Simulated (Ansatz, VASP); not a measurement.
One calculation of Ba, two programs

```
CELL_PARAMETERS angstrom
-2.80630 2.80630 1.98405
2.80630 -2.80630 1.98405
2.80630 2.80630 -1.98405
ATOMIC_POSITIONS crystal
Ba 0.00000 0.00000 0.00000
```

Alike in both runs: task single point; functional PBE; k mesh 16 × 16 × 16; occupations gaussian, width 0.15 eV; no spin polarisation.

|  | VASP | Ansatz |
| --- | --- | --- |
| version | VASP 6.6.1 | Ansatz 0.2.0 |
| potentials or method | VASP PAW PBE potentials, release 64 (Ba_sv), cutoff 520 eV | scalar-relativistic, plane waves, PAW |
| valence electrons in the cell | 10 | 10 |

|  | VASP | Ansatz | Ansatz less VASP |
| --- | --- | --- | --- |
| gap on the k mesh at the Fermi level (eV) | none | none | - |
| pressure (GPa) | 0.5 | 0.5 | -0.06 |
| traceless stress, the component that is largest in VASP (GPa) | 3.02 | 3.01 | -0.017 |

A gap of «none» marks a metal or a gap that the smearing closes. With one functional, cell and mesh, what is left measures potentials, basis and numerics.

Neither program's run includes spin-orbit coupling.
